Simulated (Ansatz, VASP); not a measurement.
# Two plane-wave programs on Pd

File INCAR:

```
SYSTEM = Pd
PREC = Accurate
ENCUT = 520
EDIFF = 1E-6
ISMEAR = 0
SIGMA = 0.1
LREAL = .False.
LASPH = .True.
NELM = 100
ALGO = Fast
ISIF = 2
LWAVE = .False.
LCHARG = .True.
GGA = PE
LELF = .True.
LVHAR = .True.
NBANDS = 17
```

The input KPOINTS:

```
regular mesh
0
Gamma
  8 8 8
  0 0 0
```

POSCAR

```
Pd
1.0
   -2.4181207287      2.4181207287      1.3191294947
    2.4181207287     -2.4181207287      1.3191294947
    2.4181207287      2.4181207287     -1.3191294947
Pd
2
Direct
    0.0000000000      0.0000000000      0.0000000000
    0.7500000000      0.2500000000      0.5000000000
```

Input for Ansatz:

```yaml
crystal:
  lattice:
    - [-2.4181207287, 2.4181207287, 1.3191294947]
    - [2.4181207287, -2.4181207287, 1.3191294947]
    - [2.4181207287, 2.4181207287, -1.3191294947]
  atoms:
    - { symbol: Pd, position: [0.0, 0.0, 0.0] }
    - { symbol: Pd, position: [0.75, 0.25, 0.5] }
basis:
  ecutwfc: 420
kpoints:
  mp_grid: { grid: [8, 8, 8] }
hamiltonian:
  xc: pbe
scf:
  occupations: { method: gaussian, width: 0.1 }
  lower_state_search: "off"
output:
  forces: true
  stress: true
  eigenvalues: true
```

Alike in both runs: task single point; functional PBE; k mesh 8 × 8 × 8; occupations gaussian, width 0.1 eV; no spin polarisation.

|  | VASP | Ansatz |
| --- | --- | --- |
| version | VASP 6.6.1 | Ansatz 0.2.0 |
| potentials or method | VASP PAW PBE potentials, release 64 (Pd), cutoff 520 eV | scalar-relativistic, plane waves, PAW |
| valence electrons in the cell | 20 | 36 |

```csv
,VASP,Ansatz,Ansatz less VASP
gap on the k mesh at the Fermi level (eV),none,none,-
pressure (GPa),15.7,16.2,+0.56
"traceless stress, the component that is largest in VASP (GPa)",-2.22,-2.38,-0.162
```

A gap of «none» marks a metal or a gap that the smearing closes. The functional is the same, so the differences come from potentials, cutoffs and numerics. VASP's potentials hold 20 valence electrons a cell and Ansatz's 36, so a difference there can come from the potentials and not from the codes.
